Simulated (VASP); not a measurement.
Ir:

```
Ir
1.0
     0.00000    1.91328    1.91328
     1.91328    0.00000    1.91328
     1.91328    1.91328    0.00000
Ir
1
Cartesian
  0.0000 0.0000 0.0000
```

This cell differs from its parent crystal: volume scaled by 0.99.

Base run:

```yaml
Program: VASP 6.6.1
Functional: PBEsol
Potentials_or_basis: VASP PAW PBE potentials, release 64 (Ir_sv_GW)
Cutoff: 420 eV
k_mesh: 15 × 15 × 15
Occupations: fermi-dirac, width 0.05 eV
Spin: no spin polarisation
```

Its results: pressure -1.2 GPa.

The run is repeated on the same cell with these changes: potentials or basis from VASP PAW PBE potentials, release 64 (Ir_sv_GW) to VASP PAW PBE potentials, release 64 (Ir); cutoff from 420 eV to 520 eV; further incar settings from ALGO = Normal; EDIFF = 1e-08; NBANDS = 14 to ALGO = Normal; EDIFF = 1e-08; NBANDS = 10; valence electrons from 17 to 9. What comes out?

Pressure 2.1 GPa.

Caveats: the PAW data sets were made with another functional, which shifts forces and pressure a little.
